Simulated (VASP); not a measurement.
# Ta4C3 (Pm-3m) in VASP: further runs

The runs below take Ta4C3 through single point, with PBEsol.

Program: VASP 6.6.1. These are calculated values, not measurements. Logs are shortened: lines on timing, memory, paths and dates and some standing lists are left out, and cuts for length are marked.

### 1 The cell of the first run

The structure is cubic, space group Pm-3m (No. 221). Conventional cell: a = 4.403 Å, b = 4.403 Å, c = 4.403 Å, α = 90.00°, β = 90.00°, γ = 90.00°. Within 2.9 Å of Ta (site symmetry 4/mmm) lie 4 C at 2.20 Å. Ta (site symmetry m-3m) has 6 C at 2.20 Å within 2.9 Å. C (site symmetry 4/mmm) has 6 Ta at 2.20 Å within 2.9 Å.

### 2 Single point, PBEsol

INCAR

```
PREC = Accurate ; ENCUT = 520
EDIFF = 1E-6 ; ISMEAR = 0
SIGMA = 0.15 ; LREAL = False
LASPH = True ; NELM = 100
ALGO = Normal ; ISIF = 2
LWAVE = False ; LCHARG = False
GGA = PS ; NBANDS = 37
```

KPOINTS

```
Automatic mesh
0
Gamma
  8 8 8
```

POSCAR

```
Ta4C3
1.0
    4.4026022057      0.0000000000      0.0000000000
    0.0000000000      4.4026022057      0.0000000000
    0.0000000000      0.0000000000      4.4026022057
Ta C
4 3
Direct
    0.0000000000      0.5000000000      0.5000000000
    0.5000000000      0.0000000000      0.5000000000
    0.5000000000      0.5000000000      0.0000000000
    0.0000000000      0.0000000000      0.0000000000
    0.5000000000      0.0000000000      0.0000000000
    0.0000000000      0.5000000000      0.0000000000
    0.0000000000      0.0000000000      0.5000000000
```

Potentials or basis: VASP PAW PBE potentials, release 64 (Ta_pv, C).

Launch:

```console
$ cat potpaw_PBE.64/Ta_pv/POTCAR potpaw_PBE.64/C/POTCAR > POTCAR
$ mpirun -np 1 vasp_std > vasp.out
```

OUTCAR:

```text
PREC = Accurate
   ENCUT = 520
   EDIFF = 1E-6
   ISMEAR = 0
   LREAL = False
   LASPH = True
   NELM = 100
   ISIF = 2
   GGA = PS

 ion  position               nearest neighbor table
   1  0.000  0.500  0.500-   6 2.20   7 2.20   6 2.20   7 2.20   3 3.11   3 3.11   4 3.11   4 3.11
                             2 3.11   4 3.11   2 3.11   4 3.11   2 3.11   3 3.11   3 3.11   2 3.11
   2  0.500  0.000  0.500-   5 2.20   7 2.20   5 2.20   7 2.20   3 3.11   3 3.11   4 3.11   4 3.11
                             1 3.11   3 3.11   3 3.11   1 3.11   4 3.11   1 3.11   4 3.11   1 3.11
   3  0.500  0.500  0.000-   5 2.20   6 2.20   5 2.20   6 2.20   2 3.11   1 3.11   2 3.11   2 3.11
                             4 3.11   4 3.11   2 3.11   1 3.11   4 3.11   1 3.11   1 3.11   4 3.11
   4  0.000  0.000  0.000-   5 2.20   6 2.20   7 2.20   7 2.20   6 2.20   5 2.20   1 3.11   2 3.11
                             1 3.11   1 3.11   3 3.11   2 3.11   1 3.11   2 3.11   3 3.11   3 3.11
   5  0.500  0.000  0.000-   2 2.20   3 2.20   4 2.20   2 2.20   3 2.20   4 2.20
   6  0.000  0.500  0.000-   1 2.20   3 2.20   4 2.20   1 2.20   4 2.20   3 2.20
   7  0.000  0.000  0.500-   1 2.20   2 2.20   4 2.20   4 2.20   1 2.20   2 2.20

  LATTYP: Found a simple cubic cell.
 ALAT       =     4.4026022057

  Lattice vectors:

 A1 = (   4.4026022057,   0.0000000000,   0.0000000000)
 A2 = (   0.0000000000,   4.4026022057,   0.0000000000)
 A3 = (   0.0000000000,   0.0000000000,   4.4026022057)

Analysis of symmetry for initial positions (statically):
=====================================================================
 Subroutine PRICEL returns:
 Original cell was already a primitive cell.

 Routine SETGRP: Setting up the symmetry group for a
 simple cubic supercell.

 Subroutine GETGRP returns: Found 48 space group operations
 (whereof 48 operations were pure point group operations)
 out of a pool of 48 trial point group operations.

The static configuration has the point symmetry O_h .

Analysis of symmetry for dynamics (positions and initial velocities):
=====================================================================
 Subroutine PRICEL returns:
 Original cell was already a primitive cell.

 Routine SETGRP: Setting up the symmetry group for a
 simple cubic supercell.

 Subroutine GETGRP returns: Found 48 space group operations
 (whereof 48 operations were pure point group operations)
 out of a pool of 48 trial point group operations.

The dynamic configuration has the point symmetry O_h .

 Subroutine INISYM returns: Found 48 space group operations
 (whereof 48 operations are pure point group operations),
 and found     1 'primitive' translations

----------------------------------------------------------------------------------------

                                     Primitive cell

  volume of cell :      85.3352

  direct lattice vectors                    reciprocal lattice vectors
     4.402602206  0.000000000  0.000000000     0.227138395  0.000000000  0.000000000
     0.000000000  4.402602206  0.000000000     0.000000000  0.227138395  0.000000000
     0.000000000  0.000000000  4.402602206     0.000000000  0.000000000  0.227138395

  length of vectors
     4.402602206  4.402602206  4.402602206     0.227138395  0.227138395  0.227138395

  position of ions in fractional coordinates (direct lattice)
     0.000000000  0.500000000  0.500000000
     0.500000000  0.000000000  0.500000000
     0.500000000  0.500000000  0.000000000
     0.000000000  0.000000000  0.000000000
     0.500000000  0.000000000  0.000000000
     0.000000000  0.500000000  0.000000000
     0.000000000  0.000000000  0.500000000

  ion indices of the primitive-cell ions
   primitive index   ion index
                 1           1
                 2           2
                 3           3
                 4           4
                 5           5
                 6           6
                 7           7

----------------------------------------------------------------------------------------

 KPOINTS: Automatic mesh

Automatic generation of k-mesh.
 Grid dimensions read from file:
 generate k-points for:    8    8    8

 Generating k-lattice:

  Cartesian coordinates                     Fractional coordinates (reciprocal lattice)
     0.028392299  0.000000000  0.000000000     0.125000000  0.000000000  0.000000000
     0.000000000  0.028392299  0.000000000     0.000000000  0.125000000  0.000000000
     0.000000000  0.000000000  0.028392299     0.000000000  0.000000000  0.125000000

  Length of vectors
     0.028392299  0.028392299  0.028392299

  Shift w.r.t. Gamma in fractional coordinates (k-lattice)
     0.000000000  0.000000000  0.000000000

 Subroutine IBZKPT returns following result:
 ===========================================

 Found     35 irreducible k-points:

 Following reciprocal coordinates:
            Coordinates               Weight
  0.000000  0.000000  0.000000      1.000000
  0.125000  0.000000  0.000000      6.000000
  0.250000  0.000000  0.000000      6.000000
  0.375000  0.000000  0.000000      6.000000
  0.500000  0.000000  0.000000      3.000000
  0.125000  0.125000  0.000000     12.000000
[... 16 lines left out ...]
  0.375000  0.375000  0.125000     24.000000
  0.500000  0.375000  0.125000     24.000000
 [... further k-points ...]
   k-points           NKPTS =     35   k-points in BZ     NKDIM =     35   number of bands    NBANDS=     37
   number of dos      NEDOS =    301   number of ions     NIONS =      7
   total plane-waves  NPLWV =  46656
   dimension x,y,z NGX =    36 NGY =   36 NGZ =   36
   dimension x,y,z NGXF=    72 NGYF=   72 NGZF=   72
   ions per type =               4   3
   NGX,Y,Z   is equivalent  to a cutoff of  13.59, 13.59, 13.59 a.u.
   NGXF,Y,Z  is equivalent  to a cutoff of  27.19, 27.19, 27.19 a.u.
 SYSTEM =  unknown system
   PREC   = accura    normal or accurate (medium, high low for compatibility)
   ISTART =      0    job   : 0-new  1-cont  2-samecut
   ICHARG =      2    charge: 1-file 2-atom 10-const
   ISPIN  =      1    spin polarized calculation?
   LNONCOLLINEAR =      F non collinear calculations
   LSORBIT =      F    spin-orbit coupling
   LASPH  =      T    aspherical Exc in radial PAW
   ENCUT  =  520.0 eV  38.22 Ry    6.18 a.u.   8.19  8.19  8.19*2*pi/ulx,y,z
   NELM   =    100;   NELMIN=  2; NELMDL= -5     # of ELM steps
   EDIFF  = 0.1E-05   stopping-criterion for ELM
   LREAL  =      F    real-space projection
   EDIFFG = 0.1E-04   stopping-criterion for IOM
   NSW    =      0    number of steps for IOM
   IBRION =     -1    ionic relax: 0-MD 1-quasi-New 2-CG
   NFREE  =      0    steps in history (QN), initial steepest desc. (CG)
   ISIF   =      2    stress and relaxation
   ISYM   =      2    0-nonsym 1-usesym 2-fastsym
   POTIM  = 0.5000    time-step for ionic-motion
   TEBEG  =    0.0;   TEEND  =   0.0 temperature during run
   PSTRESS=    0.0 pullay stress
   NELECT =      56.0000    total number of electrons
   NUPDOWN=      -1.0000    fix difference up-down
   EMIN   =  10.00;   EMAX   =-10.00  energy-range for DOS
   EFERMI =   0.00;   METHOD = LEGACY
   ISMEAR =     0;   SIGMA  =   0.15  broadening in eV -4-tet -1-fermi 0-gaus
   EFERMI_NEDOS =   21; number of points for ismear=-14 and -15
   IALGO  =     38    algorithm
   IMIX   =      4    mixing-type and parameters
     AMIX     =   0.40;   BMIX     =  1.00
     AMIX_MAG =   1.60;   BMIX_MAG =  1.00
  volume/ion in A,a.u.               =      12.19        82.27
  Fermi-wavevector in a.u.,A,eV,Ry     =   1.422639  2.688398 27.536857  2.023902
  Thomas-Fermi vector in A             =   2.543321
   LORBIT       =      0    0 simple, 1 ext, 2 COOP (PROOUT), +10 PAW based schemes
   GGA     = PS    functional components
   LHFCALC =     F    Hartree Fock is set to
   AEXX    =    0.0000 exact exchange contribution
   IVDW    =     0    specifies the selected vdW correction
   LEPSILON=     F    determine dielectric tensor
   LRPA    =     F    only Hartree local field effects (RPA)
 non-spin polarized calculation
 Gauss-broadening in eV      SIGMA  =   0.15
  energy-cutoff  :      520.00
  volume of cell :       85.34
 maximum number of plane-waves:      2325
 NGX is ok and might be reduce to    36
   NGX = 17   NGY = 17   NGZ = 17

 number of electron      56.0000020 magnetization

 Free energy of the ion-electron system (eV)
  ---------------------------------------------------
  ext. energy  EPLUGINS =         0.00000000
  ---------------------------------------------------
  free energy    TOTEN  =       -82.77280431 eV

  energy without entropy =      -82.73329936  energy(sigma->0) =      -82.75305184

 E-fermi :   7.1513     XC(G=0): -13.1099

 val. band max:        7.1330873138   @ k =   0.5000   0.5000   0.5000
 cond. band min:       7.2097267774   @ k =   0.3750   0.0000   0.0000
 fundamental gap:      0.0766394636
 Fermi energy:         7.1513374323

 k-point     1 :       0.0000    0.0000    0.0000
  band No.  band energies     occupation
      1     -28.0202      2.00000
      2     -28.0202      2.00000
      3     -28.0202      2.00000
      4     -27.3854      2.00000
      5     -27.3854      2.00000
      6     -27.3854      2.00000
[... 29 lines left out ...]
     36      11.0140      0.00000
     37      11.9638      0.00000

 k-point     2 :       0.1250    0.0000    0.0000
  band No.  band energies     occupation
      1     -28.0113      2.00000
      2     -28.0113      2.00000
      3     -28.0067      2.00000
      4     -27.3873      2.00000
      5     -27.3856      2.00000
      6     -27.3856      2.00000
[... 29 lines left out ...]
     36      11.4817      0.00000
     37      11.8769      0.00000

 k-point     3 :       0.2500    0.0000    0.0000
  band No.  band energies     occupation
      1     -27.9889      2.00000
      2     -27.9889      2.00000
      3     -27.9721      2.00000
      4     -27.3930      2.00000
      5     -27.3930      2.00000
      6     -27.3921      2.00000
[... 29 lines left out ...]
     36      11.2362      0.00000
     37      11.7709      0.00000
[... 761 lines left out ...]
 k-point    23 :       0.3750    0.3750    0.1250
  band No.  band energies     occupation
      1     -28.0186      2.00000
      2     -28.0045      2.00000
      3     -27.9355      2.00000
      4     -27.5370      2.00000
      5     -27.3766      2.00000
      6     -27.3498      2.00000
[... 29 lines left out ...]
     36      11.1921      0.00000
     37      11.2531      0.00000

 k-point    24 :       0.5000    0.3750    0.1250
  band No.  band energies     occupation
      1     -28.0192      2.00000
      2     -28.0117      2.00000
      3     -27.9445      2.00000
      4     -27.5400      2.00000
      5     -27.3707      2.00000
      6     -27.3501      2.00000
[... 29 lines left out ...]
     36      10.8270      0.00000
     37      11.0878      0.00000

 [... further k-points ...]
[... 5 lines left out ...]
  --------------------------------------------------------------------------------------
  -------------------------------------------------------------------------------------
  Total        0.3744785      0.3744785      0.3744785     -0.0000000     -0.0000000      0.0000000
  in kB        7.0308714      7.0308714      7.0308714     -0.0000000     -0.0000000      0.0000000
  external PRESSURE =       7.0308714 kB  Pullay stress =       0.0000000 kB

 VOLUME and BASIS-vectors are now :
 -----------------------------------------------------------------------------
  energy-cutoff  :      520.00
  volume of cell :       85.34
      direct lattice vectors                 reciprocal lattice vectors
     4.402602206  0.000000000  0.000000000     0.227138395  0.000000000  0.000000000
     0.000000000  4.402602206  0.000000000     0.000000000  0.227138395  0.000000000
     0.000000000  0.000000000  4.402602206     0.000000000  0.000000000  0.227138395

 POSITION                                       TOTAL-FORCE (eV/Angst)
 -----------------------------------------------------------------------------------
      0.00000      2.20130      2.20130         0.000000      0.000000      0.000000
      2.20130      0.00000      2.20130         0.000000      0.000000      0.000000
      2.20130      2.20130      0.00000         0.000000      0.000000      0.000000
      0.00000      0.00000      0.00000         0.000000      0.000000      0.000000
      2.20130      0.00000      0.00000         0.000000      0.000000      0.000000
      0.00000      2.20130      0.00000         0.000000      0.000000      0.000000
      0.00000      0.00000      2.20130         0.000000      0.000000      0.000000
 -----------------------------------------------------------------------------------
    total drift:                                0.000000      0.000000      0.000000

  FREE ENERGIE OF THE ION-ELECTRON SYSTEM (eV)
  ---------------------------------------------------
  free  energy   TOTEN  =       -82.7728043150 eV

  energy  without entropy=      -82.7332993630  energy(sigma->0) =      -82.75305184
```

Run time: 2.3 min. Hardware: 1 thread of AMD EPYC 7R43 (Zen 3), shared host; peak memory 0.21 GiB.

What came out:

```yaml
Free_energy: -82.7728 eV
Pressure: 0.7 GPa
Band_gap_on_the_k_mesh: zero (band 28 reaches 7.47 eV, above the bottom of band 29 at 6.45 eV)
```

Levels at points of the mesh, in eV from the Fermi level:
```
           k point  band 24  band 25  band 26  band 27  band 28  band 29  band 30  band 31  band 32  band 33
(0.00, 0.00, 0.00)    -1.21    -1.21    -0.52    -0.52    -0.52    -0.49    -0.49    -0.49     1.49     1.49
(0.50, 0.00, 0.00)    -2.92    -2.18    -1.87    -1.87     0.32     0.32     0.85     2.09     2.47     2.47
(0.50, 0.50, 0.00)    -4.32    -1.75    -1.69    -0.33    -0.33     1.80     1.86     1.86     2.14     3.56
(0.50, 0.50, 0.50)    -5.04    -1.06    -1.06    -1.06    -0.02     3.47     3.47     3.47     3.51     3.51
```

Caveat: the PAW data sets were made with another functional, which shifts forces and pressure a little; spin-orbit coupling is left out, which moves the levels of the heavy elements.

(Part 1 of 3 ends here.)
